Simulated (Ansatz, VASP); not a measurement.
# One calculation of InAs, two programs

```
CELL_PARAMETERS angstrom
0.00000 3.04415 3.04415
3.04415 0.00000 3.04415
3.04415 3.04415 0.00000
ATOMIC_POSITIONS crystal
In 0.00000 0.00000 0.00000
As 0.25000 0.25000 0.25000
```

Alike in both runs: functional PBEsol; k mesh 10 × 10 × 10; occupations gaussian, width 0.1 eV; no spin polarisation.

Ansatz relaxed the structure, and its values are those at the end. VASP's run is a single point on that final structure, the one shown.

```csv
,VASP,Ansatz
version,VASP 6.6.1,Ansatz 0.2.0
potentials or method,"VASP PAW PBE potentials, release 64 (In_d, As), cutoff 520 eV","plane-wave PAW, scalar-relativistic"
valence electrons in the cell,18,28
```

```csv
,VASP,Ansatz,Ansatz less VASP
pressure (GPa),0.1,0.0,-0.08
```

VASP's potentials were made for PBE, not for PBEsol, and Ansatz warns of the same on its side. VASP's potentials hold 18 valence electrons a cell and Ansatz's 28, so a difference there can come from the potentials and not from the codes.
